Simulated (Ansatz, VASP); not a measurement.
## One calculation of Ag, two programs

```
Ag
1.0
     0.00000    2.07365    2.07365
     2.07365    0.00000    2.07365
     2.07365    2.07365    0.00000
Ag
1
Direct
  0.00000 0.00000 0.00000
```

Alike in both runs: functional PBE; k mesh 24 × 24 × 24; occupations gaussian, width 0.1 eV; no spin polarisation.

Ansatz relaxed the structure, and its values are those at the end. VASP's run is a single point on that final structure, the one shown.

```csv
,VASP,Ansatz
version,VASP 6.6.1,Ansatz 0.2.0
potentials or method,"VASP PAW PBE potentials, release 64 (Ag)","scalar-relativistic, plane waves, PAW"
plane-wave cutoff (eV),520,420
valence electrons in the cell,11,19
```

```tsv
	VASP	Ansatz	Ansatz less VASP
gap on the k mesh at the Fermi level (eV)	none	none	-
pressure (GPa)	-0.1	0.0	+0.12
```

A gap of «none» marks a metal or a gap that the smearing closes. VASP's potentials hold 11 valence electrons a cell and Ansatz's 19, so a difference there can come from the potentials and not from the codes.
